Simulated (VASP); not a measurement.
# MoS2 (R-3m) in VASP: further runs

The runs below take MoS2 through single point, with PBE+D3(BJ).

All numbers are computed with VASP 6.6.1; they aren't measurements. Logs are shortened: lines on timing, memory, paths and dates and some standing lists are left out, and cuts for length are marked.

## Step 1: The cell of the first run

Symmetry: R-3m, No. 166, trigonal system. The conventional cell has a = 3.016 Å, b = 3.016 Å, c = 17.877 Å, α = 90.00°, β = 90.00°, γ = 120.00°. Mo (site symmetry -3m) has 6 S at 2.37 Å and 6 Mo at 3.02 Å within 3.1 Å. Within 3.1 Å of S (site symmetry 3m) lie 3 Mo at 2.37 Å and 6 S at 3.02 Å.

## Step 2: Single point, PBE+D3(BJ) (strain -0.0375 x Voigt [1, 1, 0, 0, 0, 0])

Contents of INCAR:

```
  ALGO = Normal
  EDIFF = 1E-6
  ENCUT = 520
  GGA = PE
  ISIF = 2
  ISMEAR = 0
  IVDW = 12
  LASPH = True
  LCHARG = False
  LREAL = False
  LWAVE = False
  NBANDS = 20
  NELM = 80
  PREC = Accurate
  SIGMA = 0.15
```

Contents of KPOINTS:

```
k-points
0
Gamma
  18 18 18
```

Contents of POSCAR:

```
MoS2
1.0
    1.5079765253      0.8706306528      5.9589013495
   -1.5079765253      0.8706306528      5.9589013495
    0.0000000000     -1.7412613057      5.9589013495
Mo S
1 2
Direct
    0.0000000000      0.0000000000      0.0000000000
    0.7563304588      0.7563304588      0.7563304588
    0.2436695412      0.2436695412      0.2436695412
```

Potentials or basis: VASP PAW PBE potentials, release 64 (Mo_sv, S).

The run is started by

```
> cat potpaw_PBE.64/Mo_sv/POTCAR potpaw_PBE.64/S/POTCAR > POTCAR
> mpirun -np 1 vasp_std > vasp.out
```

OUTCAR:

```text
EDIFF = 1E-6
   ENCUT = 520
   GGA = PE
   ISIF = 2
   ISMEAR = 0
   IVDW = 12
   LASPH = True
   LREAL = False
   NELM = 80
   PREC = Accurate
 IVDW          = 12

 ion  position               nearest neighbor table
   1  0.000  0.000  0.000-   2 2.37   2 2.37   3 2.37   3 2.37   2 2.37   3 2.37
   2  0.756  0.756  0.756-   1 2.37   1 2.37   1 2.37
   3  0.244  0.244  0.244-   1 2.37   1 2.37   1 2.37

  LATTYP: Found a trigonal (rhomboedric) cell.
 ALAT       =     6.2080992443
 COS(alpha) =     0.8819946070

  Lattice vectors:

 A1 = (   1.5079765253,   0.8706306528,   5.9589013495)
 A2 = (  -1.5079765253,   0.8706306528,   5.9589013495)
 A3 = (   0.0000000000,  -1.7412613057,   5.9589013495)

Analysis of symmetry for initial positions (statically):
=====================================================================
 Subroutine PRICEL returns:
 Original cell was already a primitive cell.

 Routine SETGRP: Setting up the symmetry group for a
 trigonal (rhombohedral) supercell.

 Subroutine GETGRP returns: Found 12 space group operations
 (whereof 12 operations were pure point group operations)
 out of a pool of 12 trial point group operations.

The static configuration has the point symmetry D_3d.

Analysis of symmetry for dynamics (positions and initial velocities):
=====================================================================
 Subroutine PRICEL returns:
 Original cell was already a primitive cell.

 Routine SETGRP: Setting up the symmetry group for a
 trigonal (rhombohedral) supercell.

 Subroutine GETGRP returns: Found 12 space group operations
 (whereof 12 operations were pure point group operations)
 out of a pool of 12 trial point group operations.

The dynamic configuration has the point symmetry D_3d.

 Subroutine INISYM returns: Found 12 space group operations
 (whereof 12 operations are pure point group operations),
 and found     1 'primitive' translations

----------------------------------------------------------------------------------------

                                     Primitive cell

  volume of cell :      46.9403

  direct lattice vectors                    reciprocal lattice vectors
     1.507976525  0.870630653  5.958901349     0.331570148  0.191432114  0.055938723
[... 84 lines left out ...]
   LSORBIT =      F    spin-orbit coupling
   LASPH  =      T    aspherical Exc in radial PAW
   ENCUT  =  520.0 eV  38.22 Ry    6.18 a.u.  11.54 11.54 11.54*2*pi/ulx,y,z
   NELM   =     80;   NELMIN=  2; NELMDL= -5     # of ELM steps
   EDIFF  = 0.1E-05   stopping-criterion for ELM
   LREAL  =      F    real-space projection
   EDIFFG = 0.1E-04   stopping-criterion for IOM
   NSW    =      0    number of steps for IOM
   IBRION =     -1    ionic relax: 0-MD 1-quasi-New 2-CG
   NFREE  =      0    steps in history (QN), initial steepest desc. (CG)
   ISIF   =      2    stress and relaxation
   ISYM   =      2    0-nonsym 1-usesym 2-fastsym
   POTIM  = 0.5000    time-step for ionic-motion
   TEBEG  =    0.0;   TEEND  =   0.0 temperature during run
   PSTRESS=    0.0 pullay stress
   NELECT =      26.0000    total number of electrons
   NUPDOWN=      -1.0000    fix difference up-down
   EMIN   =  10.00;   EMAX   =-10.00  energy-range for DOS
   EFERMI =   0.00;   METHOD = LEGACY
   ISMEAR =     0;   SIGMA  =   0.15  broadening in eV -4-tet -1-fermi 0-gaus
   EFERMI_NEDOS =   21; number of points for ismear=-14 and -15
   IALGO  =     38    algorithm
   IMIX   =      4    mixing-type and parameters
     AMIX     =   0.40;   BMIX     =  1.00
     AMIX_MAG =   1.60;   BMIX_MAG =  1.00
  volume/ion in A,a.u.               =      15.65       105.59
  Fermi-wavevector in a.u.,A,eV,Ry     =   1.344468  2.540677 24.593829  1.807595
  Thomas-Fermi vector in A             =   2.472460
   LORBIT       =      0    0 simple, 1 ext, 2 COOP (PROOUT), +10 PAW based schemes
   GGA     = PE    functional components
   LHFCALC =     F    Hartree Fock is set to
   AEXX    =    0.0000 exact exchange contribution
   IVDW    =    12    specifies the selected vdW correction
   LEPSILON=     F    determine dielectric tensor
   LRPA    =     F    only Hartree local field effects (RPA)
 non-spin polarized calculation
 Gauss-broadening in eV      SIGMA  =   0.15
  energy-cutoff  :      520.00
  volume of cell :       46.94
 maximum number of plane-waves:      1300
 NGX is ok and might be reduce to    48
   NGX = 23   NGY = 23   NGZ = 23

 number of electron      26.0000001 magnetization

 Free energy of the ion-electron system (eV)
  ---------------------------------------------------
  ext. energy  EPLUGINS =         0.00000000
  ---------------------------------------------------
  free energy    TOTEN  =       -20.69343345 eV

  energy without entropy =      -20.68702618  energy(sigma->0) =      -20.69022982

 E-fermi :   9.4269     XC(G=0): -11.6092

 val. band max:        9.4194730027   @ k =   0.5000   0.3333   0.1667
 cond. band min:       9.4396419094   @ k =  -0.3889   0.2778   0.0000
 fundamental gap:      0.0201689067
 Fermi energy:         9.4269410563

 k-point     1 :       0.0000    0.0000    0.0000
  band No.  band energies     occupation
      1     -52.1514      2.00000
      2     -26.3544      2.00000
      3     -26.0201      2.00000
      4     -26.0201      2.00000
      5      -6.3518      2.00000
      6      -4.4949      2.00000
[... 541 lines left out ...]
     19      17.5448      0.00000
     20      19.6235      0.00000

 [... further k-points ...]

------------------------ aborting loop because EDIFF is reached ----------------------------------------

 Edisp (eV)   -1.45824

 E8    (eV) :    -0.5884

  FORCE on cell =-STRESS in cart. coord.  units (eV):
  Direction    XX          YY          ZZ          XY          YZ          ZX
  --------------------------------------------------------------------------------------
  -------------------------------------------------------------------------------------
  Total       4.04455     4.04455     3.18821     0.00000    -0.00000     0.00000
  in kB     138.04935   138.04935   108.82080     0.00000    -0.00000     0.00000
  external pressure =      128.31 kB  Pullay stress =        0.00 kB

 VOLUME and BASIS-vectors are now :
 -----------------------------------------------------------------------------
  energy-cutoff  :      520.00
  volume of cell :       46.94
      direct lattice vectors                 reciprocal lattice vectors
     1.507976525  0.870630653  5.958901349     0.331570148  0.191432114  0.055938723
    -1.507976525  0.870630653  5.958901349    -0.331570148  0.191432114  0.055938723
     0.000000000 -1.741261306  5.958901349     0.000000000 -0.382864229  0.055938723

 POSITION                                       TOTAL-FORCE (eV/Angst)
 -----------------------------------------------------------------------------------
      0.00000      0.00000      0.00000         0.000000      0.000000     -0.000000
      0.00000     -0.00000     13.52070         0.000000     -0.000000      0.959014
      0.00000     -0.00000      4.35601         0.000000      0.000000     -0.959014
 -----------------------------------------------------------------------------------
    total drift:                                0.000000      0.000000     -0.000000

  FREE ENERGIE OF THE ION-ELECTRON SYSTEM (eV)
  ---------------------------------------------------
  free  energy   TOTEN  =       -22.1516760555 eV

  energy  without entropy=      -22.1452687865  energy(sigma->0) =      -22.14847242
```

OSZICAR:

```text
N       E                     dE             d eps       ncg     rms          rms(c)
DAV:   1     0.182554726262E+03    0.18255E+03   -0.13692E+04 23216   0.125E+03
DAV:   2    -0.148522713217E+02   -0.19741E+03   -0.19213E+03 27864   0.322E+02
DAV:   3    -0.218878993586E+02   -0.70356E+01   -0.69569E+01 28832   0.564E+01
DAV:   4    -0.219629501882E+02   -0.75051E-01   -0.74971E-01 27964   0.616E+00
DAV:   5    -0.219639850822E+02   -0.10349E-02   -0.10348E-02 29304   0.706E-01    0.280E+01
DAV:   6    -0.211297561208E+02    0.83423E+00   -0.11135E+01 25036   0.188E+01    0.106E+01
DAV:   7    -0.208948817467E+02    0.23487E+00   -0.61096E+00 24092   0.128E+01    0.741E+00
DAV:   8    -0.206926404091E+02    0.20224E+00   -0.11306E+00 24860   0.573E+00    0.214E+00
DAV:   9    -0.206952094201E+02   -0.25690E-02   -0.35335E-02 27780   0.118E+00    0.855E-01
DAV:  10    -0.206934332597E+02    0.17762E-02   -0.10455E-02 26016   0.653E-01    0.136E-01
DAV:  11    -0.206934447863E+02   -0.11527E-04   -0.42762E-04 26816   0.144E-01    0.588E-02
DAV:  12    -0.206934292350E+02    0.15551E-04   -0.45568E-05 26376   0.387E-02    0.221E-02
DAV:  13    -0.206934335814E+02   -0.43464E-05   -0.10722E-05 26248   0.194E-02    0.837E-03
DAV:  14    -0.206934334540E+02    0.12743E-06   -0.77193E-07 16468   0.578E-03
   1 F= -.22151676E+02 E0= -.22148472E+02  d E =-.640727E-02
```

stdout:

```text
POSCAR found type information on POSCAR MoS
 POSCAR found :  2 types and       3 ions
 scaLAPACK will be used
 LDA part: xc-table for (Slater+PW92), standard interpolation
 POSCAR, INCAR and KPOINTS ok, starting setup
 FFT: planning ... GRIDC
 FFT: planning ... GRID_SOFT
 FFT: planning ... GRID
 WAVECAR not read
 entering main loop
```

Wall time 12 min (1 thread of Intel Xeon 6975P-C (Granite Rapids), shared host); peak memory 0.7 GiB.

Results:

- Free energy: -22.1517 eV
- Pressure: 12.8 GPa
- Largest force: 0.959 eV/Å
- Band gap on the k mesh: zero (bands 13 and 14 overlap by 0.53 eV)
- Dispersion energy per atom: -0.486 eV

Forces in eV/Å, atoms in the order of the input:
```
Mo   0.000  0.000  0.000
S    0.000  0.000  0.959
S    0.000  0.000 -0.959
```

Caveat: the cell differs from its parent crystal (strain -0.0375 x Voigt [1, 1, 0, 0, 0, 0]); the cell stands under pressure.

## Step 3: Single point, PBE+D3(BJ) (strain +0.0375 x Voigt [1, 1, 0, 0, 0, 0])

Contents of INCAR:

```
ALGO = Normal
EDIFF = 1E-6
ENCUT = 520
GGA = PE
ISIF = 2
ISMEAR = 0
IVDW = 12
LASPH = T
LCHARG = F
LREAL = F
LWAVE = F
NBANDS = 20
NELM = 80
PREC = Accurate
SIGMA = 0.15
```

KPOINTS is that of step 2.

Contents of POSCAR:

```
MoS2
1.0
    1.6254811896      0.9384720024      5.9589013495
   -1.6254811896      0.9384720024      5.9589013495
    0.0000000000     -1.8769440048      5.9589013495
Mo S
1 2
Direct
    0.0000000000      0.0000000000      0.0000000000
    0.7563304588      0.7563304588      0.7563304588
    0.2436695412      0.2436695412      0.2436695412
```

Potentials or basis: VASP PAW PBE potentials, release 64 (Mo_sv, S).

The run is started by

```
> cat potpaw_PBE.64/Mo_sv/POTCAR potpaw_PBE.64/S/POTCAR > POTCAR
> mpirun -np 1 vasp_std > vasp.out
```

It took 14 min on 1 thread of Intel Xeon 6975P-C (Granite Rapids), shared host; peak memory 0.77 GiB.

The run converged. Its results:

| Property | Result |
| --- | --- |
| Free energy | -22.1803 eV |
| Pressure | -9.0 GPa |
| Largest force | 0.832 eV/Å |
| Band gap on the k mesh | zero (bands 13 and 14 overlap by 0.70 eV) |
| Dispersion energy per atom | -0.417 eV |

Forces in eV/Å, atoms in the order of the input:
```
Mo   0.000  0.000  0.000
S    0.000  0.000 -0.832
S    0.000  0.000  0.832
```

Stress tensor (GPa, compression positive):
```
-9.53  0.00  0.00
 0.00 -9.53  0.00
 0.00  0.00 -7.84
```

Levels at points of the mesh, in eV from the Fermi level:
```csv
k point,band 9,band 10,band 11,band 12,band 13,band 14,band 15,band 16,band 17,band 18
"(0.00, 0.00, 0.00)",-3.63,-1.16,-1.12,-0.79,-0.79,-0.17,-0.17,2.90,2.90,6.05
"(0.50, 0.00, 0.00)",-4.99,-3.86,-2.66,-1.66,-1.35,1.02,1.84,2.86,3.67,5.76
"(0.50, 0.50, 0.00)",-4.09,-3.71,-2.61,-2.14,-1.77,1.02,1.58,3.53,4.61,4.77
"(0.50, 0.50, 0.50)",-3.58,-3.58,-0.76,-0.76,-0.38,-0.38,0.01,3.11,3.11,6.42
```

Caveat: the cell differs from its parent crystal (strain +0.0375 x Voigt [1, 1, 0, 0, 0, 0]); the cell stands under tension.

(Part 1 of 2 ends here.)

The gap in the log of VASP goes by the Fermi energy; the results here count the filled bands.